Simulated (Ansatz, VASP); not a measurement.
**CdS: VASP beside Ansatz**

File INCAR:

```
ALGO = Normal
EDIFF = 1E-6
ENCUT = 520
ISIF = 2
ISMEAR = 0
LASPH = True
LCHARG = False
LREAL = False
LWAVE = False
NBANDS = 16
NELM = 80
PREC = Accurate
SIGMA = 0.01
```

Contents of KPOINTS:

```
k-points
0
Gamma
  8 8 8
```

POSCAR

```
CdS
1.0
    2.7718631311      2.7718631311      0.0000000000
   -2.7718631311      2.7718631311      0.0000000000
    0.0000000000      2.7718631311      2.7718631311
Cd S
1 1
Direct
    0.0000000000      0.0000000000      0.0000000000
    0.7500000000      0.2500000000      0.5000000000
```

Input for Ansatz:

```yaml
crystal:
  lattice:
    - [2.77186313108, 2.77186313108, 0.0]
    - [-2.77186313108, 2.77186313108, 0.0]
    - [0.0, 2.77186313108, 2.77186313108]
  atoms:
    - { symbol: Cd, position: [0.0, 0.0, 0.0] }
    - { symbol: S, position: [0.75, 0.25, 0.5] }
kpoints:
  mp_grid: { grid: [8, 8, 8] }
scf:
  occupations: { method: fixed }
  convergence: { dr2_threshold: 1.0e-10 }
hamiltonian:
  xc: lda
  pseudopotentials: { kind: all_electron, lapw: { basis_error: 0.0005 } }
output:
  forces: true
  stress: true
  eigenstates:
    kpoints:
      - [0.0, 0.0, 0.0]
      - [-0.5, -0.5, -0.5]
      - [-0.5, 0.5, 0.0]
      - [0.0, 0.0, -0.5]
      - [0.0, -0.5, -0.5]
      - [0.0, 0.5, 0.0]
      - [-0.5, 0.0, 0.0]
      - [-0.5, 0.0, -0.5]
  eigenvalues: true
```

Alike in both runs: task single point; functional LDA; k mesh 8 × 8 × 8; no spin polarisation.

```csv
,VASP,Ansatz
version,VASP 6.6.1,Ansatz 0.2.0
potentials or method,"VASP PAW LDA potentials, release 64 (Cd, S), cutoff 520 eV","all-electron LAPW, scalar-relativistic"
occupations,"gaussian, width 0.01 eV",fixed
```

VASP gave:

- gap on the k mesh at the Fermi level (eV): 1.21
- pressure (GPa): 10.9

Q: What did Ansatz give for the same quantities?

A: gap on the k mesh at the Fermi level (eV): 1.17; pressure (GPa): 10.0.

LDA's correlation is that of Perdew and Zunger in VASP and of Perdew and Wang (1992) in Ansatz. Ansatz ran all-electron here, and VASP with PAW potentials.
